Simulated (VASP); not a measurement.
Set up this calculation in VASP 6.6.1, as the native input.

- Task: single point
- Functional: BLYP
- Potentials or basis: VASP PAW PBE potentials, release 64 (Mo_sv)
- Cutoff: 520 eV
- k mesh: 8 × 8 × 8
- Occupations: fermi-dirac, width 0.01 eV
- Spin: non-collinear spin, typed start
- Starting moments: [[-0.503, -0.102, -0.446]] μB
- Dipole correction: no
- Further INCAR settings: ALGO = Normal; EDIFF = 1e-07; NBANDS = 25

The structure of Mo lies in POSCAR:

```
Mo
1.0
    0.0531720000      1.9733610000      2.0378750000
    2.0684260000      0.0275200000      2.0635270000
    2.0652550000      1.9958420000      0.0306920000
Mo
1
Direct
   -0.0008840000      0.0031170000     -0.0055460000
```

The input as run:

INCAR

```
PREC = Accurate
ENCUT = 520
EDIFF = 1E-7
ISMEAR = -1
SIGMA = 0.01
LREAL = False
LASPH = True
NELM = 150
ALGO = Normal
ISIF = 2
LWAVE = False
LCHARG = False
LNONCOLLINEAR = True
MAGMOM = -0.503 -0.102 -0.446
LORBIT = 11
LMAXMIX = 4
GGA = B5
ALDAX = 1.0
AGGAX = 1.0
AGGAC = 1.0
ALDAC = 0.0
NBANDS = 25
```

KPOINTS

```
Automatic mesh
0
Gamma
  8 8 8
```

Potentials or basis: VASP PAW PBE potentials, release 64 (Mo_sv).

Command:

```console
$ cat potpaw_PBE.64/Mo_sv/POTCAR > POTCAR
$ mpirun -np 1 vasp_ncl > vasp.out
```

Results of the run:

```
Pressure                                              : 4.9 GPa
Band gap on the k mesh                                : zero (band 14 reaches 15.75 eV, above the bottom of band 15 at 11.62 eV)
Net moment                                            : 0.00 μB per cell
Valence electrons inside the program's atomic spheres : Mo 12.50
```

Caveat: the PAW data sets were made with another functional, which shifts forces and pressure a little.

It took 4.8 min on 1 thread of AMD EPYC 7R43 64-Core Processor (Zen 3) (shared host), peak memory 0.26 GiB.
